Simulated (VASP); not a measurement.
Cd2S:

```
Cd S
1.0
     3.96267    0.00000    0.00000
    -1.98134    3.43177    0.00000
     0.00000    0.00000    5.80919
Cd S
2 1
Direct
  0.33333 0.66667 0.93272
  0.66667 0.33333 0.57873
  0.33333 0.66667 0.36571
```

| Property | Result |
| --- | --- |
| Program | VASP 6.6.1 |
| Task | relaxation of cell and atoms |
| Functional | PBE |
| Dispersion | D4 |
| Potentials or basis | VASP PAW PBE potentials, release 64 (Cd, S) |
| Cutoff | 600 eV |
| k mesh | 8 × 8 × 5 |
| Occupations | fermi-dirac, width 0.05 eV |
| Spin | no spin polarisation |

At the start: pressure -1.9 GPa; volume 26.33 Å³/atom.

**Question.** Where does the relaxation end?

**Answer.** Over 10 steps the energy falls by 8.5 meV/atom and the volume is 24.96 Å³/atom (-5.2 %); space group P3m1 (No. 156, to 0.1 Å) before and after.

Step by step:
```csv
step,energy change (eV),largest force (eV/Å),pressure (GPa),volume (Å³)
1,0.0000,0.0667,-1.85,79.00
2,-0.0200,0.1302,0.13,75.56
3,-0.0200,0.1187,0.01,75.75
4,-0.0231,0.1095,0.01,75.43
5,-0.0241,0.1391,0.01,75.13
6,-0.0254,0.0433,-0.03,75.03
7,-0.0255,0.0141,-0.05,74.99
8,-0.0255,0.0160,-0.06,74.98
9,-0.0255,0.0057,0.04,74.83
10,-0.0255,0.0086,0.01,74.87
```

Final structure:
```cif
data_structure
_symmetry_space_group_name_H-M 'P 1'
_symmetry_Int_Tables_number 1
_cell_length_a 3.8630
_cell_length_b 3.8630
_cell_length_c 5.7935
_cell_angle_alpha 90.000
_cell_angle_beta 90.000
_cell_angle_gamma 120.000
_cell_volume 74.87
loop_
_atom_site_label
_atom_site_type_symbol
_atom_site_fract_x
_atom_site_fract_y
_atom_site_fract_z
_atom_site_occupancy
Cd1 Cd 0.33333 0.66667 0.93379 1
Cd2 Cd 0.66667 0.33333 0.58124 1
S1 S 0.33333 0.66667 0.36214 1
```
